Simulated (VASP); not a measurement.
# Re (P6_3/mmc) in VASP: a series of runs

The runs below take Re through single point, with revPBE.

Everything below comes from runs of VASP 6.6.1. Logs are shortened: lines on timing, memory, paths and dates and some standing lists are left out, and cuts for length are marked.

## Step 1: The cell of the first run

Symmetry: P6_3/mmc, No. 194, hexagonal system. The conventional cell has a = 2.821 Å, b = 2.821 Å, c = 9.093 Å, α = 90.00°, β = 90.00°, γ = 120.00°. Within 3.7 Å of Re (site symmetry -3m) lie 12 Re at 2.80 to 2.82 Å. Within 3.7 Å of Re (site symmetry -6m2) lie 12 Re at 2.80 to 2.82 Å.

## Step 2: Single point, revPBE (volume scaled by 1.04)

File INCAR:

```
PREC     = Accurate       # precision mode
ENCUT    = 520            # plane-wave cutoff, eV
EDIFF    = 1E-6           # SCF threshold, eV
ISMEAR   = -1             # smearing method
SIGMA    = 0.1            # smearing width, eV
LREAL    = False          # projectors in reciprocal space
LASPH    = True           # aspherical terms in the spheres
NELM     = 80             # most SCF steps
ALGO     = Normal         # electronic algorithm
ISIF     = 2              # what is computed and relaxed
LWAVE    = False          # write WAVECAR
LCHARG   = False          # write CHGCAR
GGA      = RE             # functional
NBANDS   = 22             # bands
```

File KPOINTS:

```
Automatic mesh
0
Gamma
  15 15 4
```

File POSCAR:

```
Re
1.0
    2.8207101204      0.0000000000      0.0000000000
   -1.4103550602      2.4428066210      0.0000000000
    0.0000000000      0.0000000000      9.0932973979
Re
4
Direct
    1.0000000000      1.0000000000      0.0000000000
    1.0000000000      1.0000000000      0.5000000000
    0.3333333333      0.6666666667      0.2500000000
    0.6666666667      0.3333333333      0.7500000000
```

Potentials or basis: VASP PAW PBE potentials, release 64 (Re).

Command:

```bash
> cat potpaw_PBE.64/Re/POTCAR > POTCAR
> mpirun -np 1 vasp_std > vasp.out
```

OUTCAR:

```text
PREC = Accurate
   ENCUT = 520
   EDIFF = 1E-6
   ISMEAR = -1
   LREAL = False
   LASPH = True
   NELM = 80
   ISIF = 2
   GGA = RE

 ion  position               nearest neighbor table
   1  0.000  0.000  0.000-   3 2.80   4 2.80   4 2.80   3 2.80   4 2.80   3 2.80
   2  0.000  0.000  0.500-   3 2.80   4 2.80   4 2.80   3 2.80   4 2.80   3 2.80
   3  0.333  0.667  0.250-   1 2.80   2 2.80   1 2.80   2 2.80   1 2.80   2 2.80
   4  0.667  0.333  0.750-   1 2.80   2 2.80   1 2.80   2 2.80   1 2.80   2 2.80

  LATTYP: Found a hexagonal cell.
 ALAT       =     2.8207101204
 C/A-ratio  =     3.2237617514

  Lattice vectors:

 A1 = (   2.8207101204,   0.0000000000,   0.0000000000)
 A2 = (  -1.4103550602,   2.4428066210,   0.0000000000)
 A3 = (   0.0000000000,   0.0000000000,   9.0932973979)

Analysis of symmetry for initial positions (statically):
=====================================================================
 Subroutine PRICEL returns:
 Original cell was already a primitive cell.

 Routine SETGRP: Setting up the symmetry group for a
 hexagonal supercell.

 Subroutine GETGRP returns: Found 24 space group operations
 (whereof 12 operations were pure point group operations)
 out of a pool of 24 trial point group operations.

The static configuration has the point symmetry D_3d.
 The point group associated with its full space group is D_6h.

Analysis of symmetry for dynamics (positions and initial velocities):
=====================================================================
 Subroutine PRICEL returns:
 Original cell was already a primitive cell.

 Routine SETGRP: Setting up the symmetry group for a
 hexagonal supercell.

 Subroutine GETGRP returns: Found 24 space group operations
 (whereof 12 operations were pure point group operations)
 out of a pool of 24 trial point group operations.

The dynamic configuration has the point symmetry D_3d.
 The point group associated with its full space group is D_6h.

 Subroutine INISYM returns: Found 24 space group operations
 (whereof 12 operations are pure point group operations),
 and found     1 'primitive' translations

----------------------------------------------------------------------------------------

                                     Primitive cell

  volume of cell :      62.6569

  direct lattice vectors                    reciprocal lattice vectors
     2.820710120  0.000000000  0.000000000     0.354520655  0.204682596  0.000000000
    -1.410355060  2.442806621  0.000000000     0.000000000  0.409365191  0.000000000
     0.000000000  0.000000000  9.093297398     0.000000000  0.000000000  0.109971109

  length of vectors
     2.820710120  2.820710120  9.093297398     0.409365191  0.409365191  0.109971109

  position of ions in fractional coordinates (direct lattice)
     0.000000000  0.000000000  0.000000000
     0.000000000  0.000000000  0.500000000
     0.333333333  0.666666667  0.250000000
     0.666666667  0.333333333  0.750000000

  ion indices of the primitive-cell ions
   primitive index   ion index
                 1           1
                 2           2
                 3           3
                 4           4

----------------------------------------------------------------------------------------

 KPOINTS: Automatic mesh

Automatic generation of k-mesh.
 Grid dimensions read from file:
 generate k-points for:   15   15    4

 Generating k-lattice:

  Cartesian coordinates                     Fractional coordinates (reciprocal lattice)
     0.023634710  0.013645506  0.000000000     0.066666667  0.000000000  0.000000000
     0.000000000  0.027291013  0.000000000     0.000000000  0.066666667  0.000000000
     0.000000000  0.000000000  0.027492777     0.000000000  0.000000000  0.250000000

  Length of vectors
     0.027291013  0.027291013  0.027492777

  Shift w.r.t. Gamma in fractional coordinates (k-lattice)
     0.000000000  0.000000000  0.000000000

 Subroutine IBZKPT returns following result:
 ===========================================

 Found     81 irreducible k-points:

 Following reciprocal coordinates:
            Coordinates               Weight
  0.000000  0.000000  0.000000      1.000000
  0.066667  0.000000  0.000000      6.000000
  0.133333  0.000000  0.000000      6.000000
  0.200000  0.000000  0.000000      6.000000
  0.266667  0.000000  0.000000      6.000000
  0.333333  0.000000  0.000000      6.000000
[... 16 lines left out ...]
  0.333333  0.200000  0.000000     12.000000
  0.400000  0.200000  0.000000      6.000000
 [... further k-points ...]
   k-points           NKPTS =     81   k-points in BZ     NKDIM =     81   number of bands    NBANDS=     22
   number of dos      NEDOS =    301   number of ions     NIONS =      4
   total plane-waves  NPLWV =  40320
   dimension x,y,z NGX =    24 NGY =   24 NGZ =   70
   dimension x,y,z NGXF=    48 NGYF=   48 NGZF=  140
   ions per type =               4
   NGX,Y,Z   is equivalent  to a cutoff of  14.15, 14.15, 12.80 a.u.
   NGXF,Y,Z  is equivalent  to a cutoff of  28.29, 28.29, 25.60 a.u.
 SYSTEM =  unknown system
   PREC   = accura    normal or accurate (medium, high low for compatibility)
   ISTART =      0    job   : 0-new  1-cont  2-samecut
   ICHARG =      2    charge: 1-file 2-atom 10-const
   ISPIN  =      1    spin polarized calculation?
   LNONCOLLINEAR =      F non collinear calculations
   LSORBIT =      F    spin-orbit coupling
   LASPH  =      T    aspherical Exc in radial PAW
   ENCUT  =  520.0 eV  38.22 Ry    6.18 a.u.   5.24  5.24 16.91*2*pi/ulx,y,z
   NELM   =     80;   NELMIN=  2; NELMDL= -5     # of ELM steps
   EDIFF  = 0.1E-05   stopping-criterion for ELM
   LREAL  =      F    real-space projection
   EDIFFG = 0.1E-04   stopping-criterion for IOM
   NSW    =      0    number of steps for IOM
   IBRION =     -1    ionic relax: 0-MD 1-quasi-New 2-CG
   NFREE  =      0    steps in history (QN), initial steepest desc. (CG)
   ISIF   =      2    stress and relaxation
   ISYM   =      2    0-nonsym 1-usesym 2-fastsym
   POTIM  = 0.5000    time-step for ionic-motion
   TEBEG  =    0.0;   TEEND  =   0.0 temperature during run
   PSTRESS=    0.0 pullay stress
   NELECT =      28.0000    total number of electrons
   NUPDOWN=      -1.0000    fix difference up-down
   EMIN   =  10.00;   EMAX   =-10.00  energy-range for DOS
   EFERMI =   0.00;   METHOD = LEGACY
   ISMEAR =    -1;   SIGMA  =   0.10  broadening in eV -4-tet -1-fermi 0-gaus
   EFERMI_NEDOS =   21; number of points for ismear=-14 and -15
   IALGO  =     38    algorithm
   IMIX   =      4    mixing-type and parameters
     AMIX     =   0.40;   BMIX     =  1.00
     AMIX_MAG =   1.60;   BMIX_MAG =  1.00
  volume/ion in A,a.u.               =      15.66       105.71
  Fermi-wavevector in a.u.,A,eV,Ry     =   1.251616  2.365212 21.314115  1.566543
  Thomas-Fermi vector in A             =   2.385555
   LORBIT       =      0    0 simple, 1 ext, 2 COOP (PROOUT), +10 PAW based schemes
   GGA     = RE    functional components
   LHFCALC =     F    Hartree Fock is set to
   AEXX    =    0.0000 exact exchange contribution
   IVDW    =     0    specifies the selected vdW correction
   LEPSILON=     F    determine dielectric tensor
   LRPA    =     F    only Hartree local field effects (RPA)
 non-spin polarized calculation
  energy-cutoff  :      520.00
  volume of cell :       62.66
 maximum number of plane-waves:      1706
 NGX is ok and might be reduce to    24
   NGX = 11   NGY = 11   NGZ = 33

 number of electron      28.0000003 magnetization

 Free energy of the ion-electron system (eV)
  ---------------------------------------------------
  ext. energy  EPLUGINS =         0.00000000
  ---------------------------------------------------
  free energy    TOTEN  =       -47.70219644 eV

  energy without entropy =      -47.59777601  energy(sigma->0) =      -47.64998622

 E-fermi :   7.2905     XC(G=0): -13.3660

 val. band max:        7.2897665649   @ k =   0.2000   0.0667   0.2500
 cond. band min:       7.2911231289   @ k =   0.3333   0.2667   0.2500
 fundamental gap:      0.0013565640
 Fermi energy:         7.2905206419

 k-point     1 :       0.0000    0.0000    0.0000
  band No.  band energies     occupation
      1      -2.2408      2.00000
      2      -0.0269      2.00000
      3       0.0333      2.00000
      4       1.0339      2.00000
      5       4.9334      2.00000
      6       5.0216      2.00000
[... 14 lines left out ...]
     21       9.5620      0.00000
     22       9.5620      0.00000

 k-point     2 :       0.0667    0.0000    0.0000
  band No.  band energies     occupation
      1      -2.0715      2.00000
      2       0.1309      2.00000
      3       0.1901      2.00000
      4       1.1956      2.00000
      5       4.7166      2.00000
      6       4.9112      2.00000
[... 14 lines left out ...]
     21       9.5338      0.00000
     22       9.5934      0.00000

 k-point     3 :       0.1333    0.0000    0.0000
  band No.  band energies     occupation
      1      -1.5828      2.00000
      2       0.5635      2.00000
      3       0.6185      2.00000
      4       1.6406      2.00000
      5       4.2802      2.00000
      6       4.6293      2.00000
[... 14 lines left out ...]
     21       9.4727      0.00000
     22       9.7207      0.00000

 k-point     4 :       0.2000    0.0000    0.0000
  band No.  band energies     occupation
      1      -0.8374      2.00000
      2       1.1170      2.00000
      3       1.1627      2.00000
      4       2.2102      2.00000
      5       3.8790      2.00000
      6       4.2578      2.00000
[... 14 lines left out ...]
     21       9.8562      0.00000
     22       9.9674      0.00000

 k-point     5 :       0.2667    0.0000    0.0000
  band No.  band energies     occupation
      1       0.0358      2.00000
      2       1.4850      2.00000
      3       1.5402      2.00000
      4       2.5140      2.00000
      5       3.6619      2.00000
      6       3.8367      2.00000
[... 417 lines left out ...]
 k-point    22 :       0.2667    0.2000    0.0000
  band No.  band energies     occupation
      1       1.9760      2.00000
      2       2.1211      2.00000
      3       2.4195      2.00000
      4       3.0333      2.00000
      5       3.0806      2.00000
      6       3.6492      2.00000
[... 14 lines left out ...]
     21      11.9472      0.00000
     22      12.1529      0.00000

 k-point    23 :       0.3333    0.2000    0.0000
  band No.  band energies     occupation
      1       1.9985      2.00000
      2       2.0041      2.00000
      3       2.8536      2.00000
      4       3.1261      2.00000
      5       3.1900      2.00000
      6       3.6054      2.00000
[... 14 lines left out ...]
     21      12.7182      0.00000
     22      13.4663      0.00000

 k-point    24 :       0.4000    0.2000    0.0000
  band No.  band energies     occupation
      1       1.9349      2.00000
      2       1.9952      2.00000
      3       2.7763      2.00000
      4       3.3979      2.00000
      5       3.4777      2.00000
      6       3.5817      2.00000
[... 14 lines left out ...]
     21      13.1781      0.00000
     22      13.6321      0.00000

 [... further k-points ...]
[... 5 lines left out ...]
  --------------------------------------------------------------------------------------
  -------------------------------------------------------------------------------------
  Total       -5.2673339     -5.2673339     -5.2754778      0.0000000     -0.0000000      0.0000000
  in kB     -134.6891138   -134.6891138   -134.8973563      0.0000000     -0.0000000      0.0000000
  external PRESSURE =    -134.7585280 kB  Pullay stress =       0.0000000 kB

 VOLUME and BASIS-vectors are now :
 -----------------------------------------------------------------------------
  energy-cutoff  :      520.00
  volume of cell :       62.66
      direct lattice vectors                 reciprocal lattice vectors
     2.820710120  0.000000000  0.000000000     0.354520655  0.204682596  0.000000000
    -1.410355060  2.442806621  0.000000000     0.000000000  0.409365191  0.000000000
     0.000000000  0.000000000  9.093297398     0.000000000  0.000000000  0.109971109

 POSITION                                       TOTAL-FORCE (eV/Angst)
 -----------------------------------------------------------------------------------
      0.00000      0.00000      0.00000         0.000000     -0.000000     -0.000000
      0.00000      0.00000      4.54665        -0.000000     -0.000000     -0.000000
     -0.00000      1.62854      2.27332        -0.000000      0.000000     -0.000000
      1.41036      0.81427      6.81997         0.000000     -0.000000      0.000000
 -----------------------------------------------------------------------------------
    total drift:                               -0.000000      0.000000      0.000000

  FREE ENERGIE OF THE ION-ELECTRON SYSTEM (eV)
  ---------------------------------------------------
  free  energy   TOTEN  =       -47.7021964398 eV

  energy  without entropy=      -47.5977760070  energy(sigma->0) =      -47.64998622
```

Run time: 52 s. Hardware: 1 thread of Intel Xeon 6975P-C (Granite Rapids), shared host; peak memory 0.23 GiB.

Results:

```
Free energy            : -47.7022 eV
Pressure               : -13.5 GPa
Band gap on the k mesh : zero (band 14 reaches 8.43 eV, above the bottom of band 15 at 6.11 eV)
```

Levels at points of the mesh, in eV from the Fermi level:
```tsv
k point	band 11	band 12	band 13	band 14	band 15	band 16	band 17	band 18
(0.00, 0.00, 0.00)	-1.48	-1.13	-1.13	-1.03	-1.03	0.41	0.57	0.57
(0.00, 0.00, 0.50)	-1.34	-1.34	-1.34	-1.34	-1.11	-1.11	1.05	1.05
```

Caveat: the PAW data sets were made with another functional, which shifts forces and pressure a little; spin-orbit coupling is left out, which moves the levels of the heavy elements.

## Step 3: Single point, revPBE (volume scaled by 1.08)

File INCAR:

```
  PREC = Accurate
  ENCUT = 520
  EDIFF = 1E-6
  ISMEAR = -1
  SIGMA = 0.1
  LREAL = False
  LASPH = True
  NELM = 100
  ALGO = Normal
  ISIF = 2
  LWAVE = False
  LCHARG = False
  GGA = RE
  NBANDS = 22
```

File KPOINTS:

```
regular mesh
0
Gamma
  15 15 4
```

File POSCAR:

```
Re
1.0
    2.8564191026      0.0000000000      0.0000000000
   -1.4282095513      2.4737315067      0.0000000000
    0.0000000000      0.0000000000      9.2084146489
Re
4
Direct
    1.0000000000      1.0000000000      0.0000000000
    1.0000000000      1.0000000000      0.5000000000
    0.3333333333      0.6666666667      0.2500000000
    0.6666666667      0.3333333333      0.7500000000
```

Potentials or basis: VASP PAW PBE potentials, release 64 (Re).

Command:

```bash
> cat potpaw_PBE.64/Re/POTCAR > POTCAR
> mpirun -np 1 vasp_std > vasp.out
```

It took 62 s on 1 thread of Intel Xeon 6975P-C (Granite Rapids), shared host; peak memory 0.24 GiB.

Results (log left out):

| Property | Result |
| --- | --- |
| Free energy | -47.4209 eV |
| Pressure | -23.8 GPa |
| Band gap on the k mesh | zero (band 14 reaches 7.91 eV, above the bottom of band 15 at 5.71 eV) |

Stress tensor (GPa, compression positive):
```
-23.72   0.00   0.00
  0.00 -23.72   0.00
  0.00   0.00 -23.89
```

Levels at points of the mesh, in eV from the Fermi level:
```tsv
k point	band 11	band 12	band 13	band 14	band 15	band 16	band 17	band 18
(0.00, 0.00, 0.00)	-1.40	-1.07	-1.07	-0.97	-0.97	0.37	0.54	0.54
(0.00, 0.00, 0.50)	-1.26	-1.26	-1.26	-1.26	-1.10	-1.10	1.00	1.00
```

Caveat: the PAW data sets were made with another functional, which shifts forces and pressure a little; spin-orbit coupling is left out, which moves the levels of the heavy elements.

## Step 4: Single point, revPBE (volume scaled by 1.12)

File INCAR:

```
SYSTEM = Re
ALGO = Normal ; EDIFF = 1E-6
ENCUT = 520 ; GGA = RE
ISIF = 2 ; ISMEAR = -1
LASPH = .TRUE. ; LCHARG = .TRUE.
LELF = .TRUE. ; LREAL = .FALSE.
LVHAR = .TRUE. ; LWAVE = .FALSE.
NBANDS = 22 ; NELM = 100
PREC = Accurate ; SIGMA = 0.1
```

File KPOINTS:

```
k-points
0
G
  15 15 4
  0 0 0
```

File POSCAR:

```
Re
1.0
    2.8912569153      0.0000000000      0.0000000000
   -1.4456284576      2.5039019375      0.0000000000
    0.0000000000      0.0000000000      9.3207234571
Re
4
Direct
    1.0000000000      1.0000000000      0.0000000000
    1.0000000000      1.0000000000      0.5000000000
    0.3333333333      0.6666666667      0.2500000000
    0.6666666667      0.3333333333      0.7500000000
```

Command:

```bash
> cat potpaw_PBE.64/Re/POTCAR > POTCAR
> mpirun -np 1 vasp_std > vasp.out
```

It took 65 s on 1 thread of Intel Xeon 6975P-C (Granite Rapids), shared host; peak memory 0.24 GiB.

The run converged. Its results:

- Free energy: -47.0011 eV
- Pressure: -31.9 GPa
- Band gap on the k mesh: zero (band 14 reaches 7.44 eV, above the bottom of band 15 at 5.34 eV)

Stress tensor (GPa, compression positive):
```
-31.83   0.00   0.00
  0.00 -31.83   0.00
  0.00   0.00 -32.16
```

Levels at points of the mesh, in eV from the Fermi level:
```csv
k point,band 12,band 13,band 14,band 15,band 16,band 17
"(0.00, 0.00, 0.00)",-1.01,-1.01,-0.92,-0.92,0.34,0.51
"(0.00, 0.00, 0.50)",-1.20,-1.20,-1.20,-1.08,-1.08,0.94
```

Caveat: the PAW data sets were made with another functional, which shifts forces and pressure a little; spin-orbit coupling is left out, which moves the levels of the heavy elements.

[end of part 1 of 2]
